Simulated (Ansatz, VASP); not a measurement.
# One calculation of HfTe5Mo, two programs

```
CELL_PARAMETERS angstrom
0.00000 5.27202 5.27202
5.27202 0.00000 5.27202
5.27202 5.27202 0.00000
ATOMIC_POSITIONS crystal
Hf 0.25000 0.25000 0.25000
Te 0.39488 0.39488 0.39488
Te 0.39488 0.39488 0.81536
Te 0.39488 0.81536 0.39488
Te 0.81536 0.39488 0.39488
Te 0.00000 0.00000 0.00000
Mo 0.75000 0.75000 0.75000
```

Alike in both runs: functional PBE; k mesh 3 × 3 × 3; occupations gaussian, width 0.2 eV; no spin polarisation.

Ansatz relaxed the structure, and its values are those at the end. VASP's run is a single point on that final structure, the one shown.

|  | VASP | Ansatz |
| --- | --- | --- |
| version | VASP 6.6.1 | Ansatz 0.2.0 |
| potentials or method | VASP PAW PBE potentials, release 64 (Hf_pv, Te, Mo_sv), cutoff 500 eV | scalar-relativistic, plane waves, PAW |
| valence electrons in the cell | 54 | 120 |

```tsv
	VASP	Ansatz	Ansatz less VASP
gap on the k mesh at the Fermi level (eV)	none	none	-
pressure (GPa)	0.0	0.1	+0.06
```

A gap of «none» marks a metal or a gap that the smearing closes. VASP's potentials hold 54 valence electrons a cell and Ansatz's 120, so a difference there can come from the potentials and not from the codes.

Neither program's run includes spin-orbit coupling.
